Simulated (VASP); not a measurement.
# KI (F-43m) in VASP: further runs

The runs below take KI through single point, with PBE.

Program: VASP 6.6.1. These are calculated values, not measurements. Logs are shortened: lines on timing, memory, paths and dates and some standing lists are left out, and cuts for length are marked.

## (1) The cell of the first run

It takes space group F-43m (No. 216, cubic). Conventional cell: a = 7.932 Å, b = 7.932 Å, c = 7.932 Å, α = 90.00°, β = 90.00°, γ = 90.00°. Within 4.5 Å of K (site symmetry -43m) lie 4 I at 3.43 Å. Within 4.5 Å of I (site symmetry -43m) lie 4 K at 3.43 Å.

## (2) Single point, PBE

File INCAR:

```
SYSTEM = KI
ALGO = Normal ; EDIFF = 1E-6
ENCUT = 500 ; GGA = PE
GGA_COMPAT = .FALSE. ; ISIF = 2
ISMEAR = 0 ; LASPH = .TRUE.
LCHARG = .FALSE. ; LREAL = .FALSE.
LWAVE = .FALSE. ; NBANDS = 15
NELM = 120 ; PREC = Accurate
SIGMA = 0.01
```

File KPOINTS:

```
k-points
0
G
  2 2 2
  0 0 0
```

File POSCAR:

```
KI
1.0
    0.0000000000      3.9658942500      3.9658942500
    3.9658942500      0.0000000000      3.9658942500
    3.9658942500      3.9658942500      0.0000000000
K I
1 1
Direct
    0.0000000000      0.0000000000      0.0000000000
    0.2500000000      0.2500000000      0.2500000000
```

Potentials or basis: VASP PAW PBE potentials, release 64 (K_sv, I).

Command:

```sh
$ cat potpaw_PBE.64/K_sv/POTCAR potpaw_PBE.64/I/POTCAR > POTCAR
$ mpirun -np 1 vasp_std > vasp.out
```

OUTCAR:

```text
SYSTEM = KI
   EDIFF = 1E-6
   ENCUT = 500
   GGA = PE
   ISIF = 2
   ISMEAR = 0
   LASPH = .TRUE.
   LREAL = .FALSE.
   NELM = 120
   PREC = Accurate

 ion  position               nearest neighbor table
   1  0.000  0.000  0.000-   2 3.43   2 3.43   2 3.43   2 3.43
   2  0.250  0.250  0.250-   1 3.43   1 3.43   1 3.43   1 3.43

  LATTYP: Found a face centered cubic cell.
 ALAT       =     7.9317885000

  Lattice vectors:

 A1 = (   0.0000000000,   3.9658942500,   3.9658942500)
 A2 = (   3.9658942500,   0.0000000000,   3.9658942500)
 A3 = (   3.9658942500,   3.9658942500,   0.0000000000)

Analysis of symmetry for initial positions (statically):
=====================================================================
 Subroutine PRICEL returns:
 Original cell was already a primitive cell.

 Routine SETGRP: Setting up the symmetry group for a
 face centered cubic supercell.

 Subroutine GETGRP returns: Found 24 space group operations
 (whereof 24 operations were pure point group operations)
 out of a pool of 48 trial point group operations.

The static configuration has the point symmetry T_d .

Analysis of symmetry for dynamics (positions and initial velocities):
=====================================================================
 Subroutine PRICEL returns:
 Original cell was already a primitive cell.

 Routine SETGRP: Setting up the symmetry group for a
 face centered cubic supercell.

 Subroutine GETGRP returns: Found 24 space group operations
 (whereof 24 operations were pure point group operations)
 out of a pool of 48 trial point group operations.

The dynamic configuration has the point symmetry T_d .

 Subroutine INISYM returns: Found 24 space group operations
 (whereof 24 operations are pure point group operations),
 and found     1 'primitive' translations

----------------------------------------------------------------------------------------

                                     Primitive cell

  volume of cell :     124.7537

  direct lattice vectors                    reciprocal lattice vectors
     0.000000000  3.965894250  3.965894250    -0.126074970  0.126074970  0.126074970
     3.965894250  0.000000000  3.965894250     0.126074970 -0.126074970  0.126074970
     3.965894250  3.965894250  0.000000000     0.126074970  0.126074970 -0.126074970

  length of vectors
     5.608621435  5.608621435  5.608621435     0.218368254  0.218368254  0.218368254

  position of ions in fractional coordinates (direct lattice)
     0.000000000  0.000000000  0.000000000
     0.250000000  0.250000000  0.250000000

  ion indices of the primitive-cell ions
   primitive index   ion index
                 1           1
                 2           2

----------------------------------------------------------------------------------------

 KPOINTS: k-points

Automatic generation of k-mesh.
 Grid dimensions read from file:
 generate k-points for:    2    2    2

 Generating k-lattice:

  Cartesian coordinates                     Fractional coordinates (reciprocal lattice)
    -0.063037485  0.063037485  0.063037485     0.500000000  0.000000000  0.000000000
     0.063037485 -0.063037485  0.063037485     0.000000000  0.500000000  0.000000000
     0.063037485  0.063037485 -0.063037485     0.000000000  0.000000000  0.500000000

  Length of vectors
     0.109184127  0.109184127  0.109184127

  Shift w.r.t. Gamma in fractional coordinates (k-lattice)
     0.000000000  0.000000000  0.000000000

 Subroutine IBZKPT returns following result:
 ===========================================

 Found      3 irreducible k-points:

 Following reciprocal coordinates:
            Coordinates               Weight
  0.000000  0.000000  0.000000      1.000000
  0.500000  0.000000  0.000000      4.000000
  0.500000  0.500000  0.000000      3.000000
   k-points           NKPTS =      3   k-points in BZ     NKDIM =      3   number of bands    NBANDS=     15
   number of dos      NEDOS =    301   number of ions     NIONS =      2
   total plane-waves  NPLWV =  74088
   dimension x,y,z NGX =    42 NGY =   42 NGZ =   42
   dimension x,y,z NGXF=    84 NGYF=   84 NGZF=   84
   ions per type =               1   1
   NGX,Y,Z   is equivalent  to a cutoff of  12.45, 12.45, 12.45 a.u.
   NGXF,Y,Z  is equivalent  to a cutoff of  24.90, 24.90, 24.90 a.u.
 SYSTEM =  KI
   PREC   = accura    normal or accurate (medium, high low for compatibility)
   ISTART =      0    job   : 0-new  1-cont  2-samecut
   ICHARG =      2    charge: 1-file 2-atom 10-const
   ISPIN  =      1    spin polarized calculation?
   LNONCOLLINEAR =      F non collinear calculations
   LSORBIT =      F    spin-orbit coupling
   LASPH  =      T    aspherical Exc in radial PAW
   ENCUT  =  500.0 eV  36.75 Ry    6.06 a.u.  10.23 10.23 10.23*2*pi/ulx,y,z
   NELM   =    120;   NELMIN=  2; NELMDL= -5     # of ELM steps
   EDIFF  = 0.1E-05   stopping-criterion for ELM
   LREAL  =      F    real-space projection
   EDIFFG = 0.1E-04   stopping-criterion for IOM
   NSW    =      0    number of steps for IOM
   IBRION =     -1    ionic relax: 0-MD 1-quasi-New 2-CG
   NFREE  =      0    steps in history (QN), initial steepest desc. (CG)
   ISIF   =      2    stress and relaxation
   ISYM   =      2    0-nonsym 1-usesym 2-fastsym
   POTIM  = 0.5000    time-step for ionic-motion
   TEBEG  =    0.0;   TEEND  =   0.0 temperature during run
   PSTRESS=    0.0 pullay stress
   NELECT =      16.0000    total number of electrons
   NUPDOWN=      -1.0000    fix difference up-down
   EMIN   =  10.00;   EMAX   =-10.00  energy-range for DOS
   EFERMI =   0.00;   METHOD = LEGACY
   ISMEAR =     0;   SIGMA  =   0.01  broadening in eV -4-tet -1-fermi 0-gaus
   EFERMI_NEDOS =   21; number of points for ismear=-14 and -15
   IALGO  =     38    algorithm
   IMIX   =      4    mixing-type and parameters
     AMIX     =   0.40;   BMIX     =  1.00
     AMIX_MAG =   1.60;   BMIX_MAG =  1.00
  volume/ion in A,a.u.               =      62.38       420.94
  Fermi-wavevector in a.u.,A,eV,Ry     =   0.825589  1.560136  9.273684  0.681597
  Thomas-Fermi vector in A             =   1.937473
   LORBIT       =      0    0 simple, 1 ext, 2 COOP (PROOUT), +10 PAW based schemes
   GGA     = PE    functional components
   LHFCALC =     F    Hartree Fock is set to
   AEXX    =    0.0000 exact exchange contribution
   IVDW    =     0    specifies the selected vdW correction
   LEPSILON=     F    determine dielectric tensor
   LRPA    =     F    only Hartree local field effects (RPA)
 non-spin polarized calculation
 Gauss-broadening in eV      SIGMA  =   0.01
  energy-cutoff  :      500.00
  volume of cell :      124.75
 maximum number of plane-waves:      3218
 NGX is ok and might be reduce to    42
   NGX = 21   NGY = 21   NGZ = 21

 number of electron      16.0000003 magnetization

 Free energy of the ion-electron system (eV)
  ---------------------------------------------------
  ext. energy  EPLUGINS =         0.00000000
  ---------------------------------------------------
  free energy    TOTEN  =        -5.34555732 eV

  energy without entropy =       -5.34555732  energy(sigma->0) =       -5.34555732

 E-fermi :  -2.0199     XC(G=0):  -5.7185

 val. band max:       -2.1497855724   @ k =   0.0000   0.0000   0.0000
 cond. band min:       1.7591905665   @ k =   0.0000   0.0000   0.0000
 fundamental gap:      3.9089761389
 Fermi energy:        -2.0198534693

 k-point     1 :       0.0000    0.0000    0.0000
  band No.  band energies     occupation
      1     -30.6496      2.00000
      2     -14.1438      2.00000
      3     -14.1438      2.00000
      4     -14.1438      2.00000
      5     -12.1532      2.00000
      6      -2.1498      2.00000
      7      -2.1498      2.00000
      8      -2.1498      2.00000
      9       1.7592      0.00000
     10       5.3688      0.00000
     11       5.3688      0.00000
     12       5.9938      0.00000
     13       5.9938      0.00000
     14       5.9938      0.00000
     15       6.9593      0.00000

 k-point     2 :       0.5000    0.0000    0.0000
  band No.  band energies     occupation
      1     -30.6491      2.00000
      2     -14.1993      2.00000
      3     -14.1468      2.00000
      4     -14.1468      2.00000
      5     -12.0566      2.00000
      6      -2.6142      2.00000
      7      -2.1568      2.00000
      8      -2.1568      2.00000
      9       3.4945      0.00000
     10       4.3304      0.00000
     11       4.9434      0.00000
     12       4.9434      0.00000
     13       6.2798      0.00000
     14       6.2798      0.00000
     15       6.8462      0.00000

 k-point     3 :       0.5000    0.5000    0.0000
  band No.  band energies     occupation
      1     -30.6490      2.00000
      2     -14.2108      2.00000
      3     -14.1509      2.00000
      4     -14.1509      2.00000
      5     -12.0254      2.00000
      6      -2.6332      2.00000
      7      -2.2070      2.00000
      8      -2.2070      2.00000
      9       3.1101      0.00000
     10       4.0817      0.00000
     11       5.7418      0.00000
     12       6.1795      0.00000
     13       6.1795      0.00000
     14       6.5901      0.00000
     15       6.6307      0.00000

------------------------ aborting loop because EDIFF is reached ----------------------------------------

  FORCE on cell =-STRESS in cart. coord.  units (eV):
  Direction    XX          YY          ZZ          XY          YZ          ZX
  --------------------------------------------------------------------------------------
  -------------------------------------------------------------------------------------
  Total        0.2497922      0.2497922      0.2497922     -0.0000000      0.0000000      0.0000000
  in kB        3.2080126      3.2080126      3.2080126     -0.0000000      0.0000000      0.0000000
  external PRESSURE =       3.2080126 kB  Pullay stress =       0.0000000 kB

 VOLUME and BASIS-vectors are now :
 -----------------------------------------------------------------------------
  energy-cutoff  :      500.00
  volume of cell :      124.75
      direct lattice vectors                 reciprocal lattice vectors
     0.000000000  3.965894250  3.965894250    -0.126074970  0.126074970  0.126074970
     3.965894250  0.000000000  3.965894250     0.126074970 -0.126074970  0.126074970
     3.965894250  3.965894250  0.000000000     0.126074970  0.126074970 -0.126074970

 POSITION                                       TOTAL-FORCE (eV/Angst)
 -----------------------------------------------------------------------------------
      0.00000      0.00000      0.00000         0.000000      0.000000      0.000000
      1.98295      1.98295      1.98295        -0.000000     -0.000000     -0.000000
 -----------------------------------------------------------------------------------
    total drift:                                0.000000      0.000000      0.000000

  FREE ENERGIE OF THE ION-ELECTRON SYSTEM (eV)
  ---------------------------------------------------
  free  energy   TOTEN  =        -5.3455573234 eV

  energy  without entropy=       -5.3455573234  energy(sigma->0) =       -5.34555732
```

It took 15 s on 1 thread of Intel Xeon Platinum 8375C at 2.90GHz (Ice Lake), shared host; peak memory 0.25 GiB.

Results:

| Item | Value |
| --- | --- |
| Free energy | -5.3456 eV |
| Pressure | 0.3 GPa |
| Band gap on the k mesh | 3.91 eV |

Levels at points of the mesh, in eV from the valence-band top:
```tsv
k point	band 5	band 6	band 7	band 8	band 9	band 10	band 11	band 12
(0.00, 0.00, 0.00)	-10.00	0.00	0.00	0.00	3.91	7.52	7.52	8.14
(0.50, 0.00, 0.00)	-9.91	-0.46	-0.01	-0.01	5.64	6.48	7.09	7.09
(0.50, 0.50, 0.00)	-9.88	-0.48	-0.06	-0.06	5.26	6.23	7.89	8.33
```

Caveat: the k points lie up to 0.69 Å⁻¹ apart; spin-orbit coupling is left out, which moves the levels of the heavy elements.

(Continued in part 2 of 2.)
